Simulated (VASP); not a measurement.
A run of VASP 6.6.1:

INCAR

```
  PREC = Accurate
  ENCUT = 520
  EDIFF = 1E-6
  ISMEAR = 0
  SIGMA = 0.01
  LREAL = F
  LASPH = T
  NELM = 80
  ALGO = Normal
  ISIF = 2
  LWAVE = F
  LCHARG = T
  GGA = PE
  LELF = T
  LVHAR = T
  NBANDS = 26
```

File KPOINTS:

```
Automatic mesh
0
Gamma
  9 9 4
```

The input POSCAR:

```
C
1.0
    2.5179974805      0.0000000000      0.0000000000
   -1.2589987402      2.1806497847      0.0000000000
    0.0000000000      0.0000000000      8.3044643025
C
8
Direct
    0.0000000000      0.0000000000      0.0007812096
    0.3333333333      0.6666666667      0.2492781312
    0.0000000000      0.0000000000      0.5007812096
    0.6666666667      0.3333333333      0.7492781312
    0.0000000000      0.0000000000      0.1867187904
    0.3333333333      0.6666666667      0.4382218688
    0.0000000000      0.0000000000      0.6867187904
    0.6666666667      0.3333333333      0.9382218688
```

Potentials or basis: VASP PAW PBE potentials, release 64 (C).

The run is started by

```console
$ cat potpaw_PBE.64/C/POTCAR > POTCAR
$ mpirun -np 1 vasp_std > vasp.out
```

Hardware: 1 thread of Intel(R) Xeon(R) Platinum 8488C (Sapphire Rapids), on a shared host.

**Question.** Estimate the wall time of this run.

**Answer.** Run time: 26 s on 1 thread of Intel(R) Xeon(R) Platinum 8488C (Sapphire Rapids), on a shared host, peak memory 0.16 GiB. Counts: scf iterations 12, k points 36.
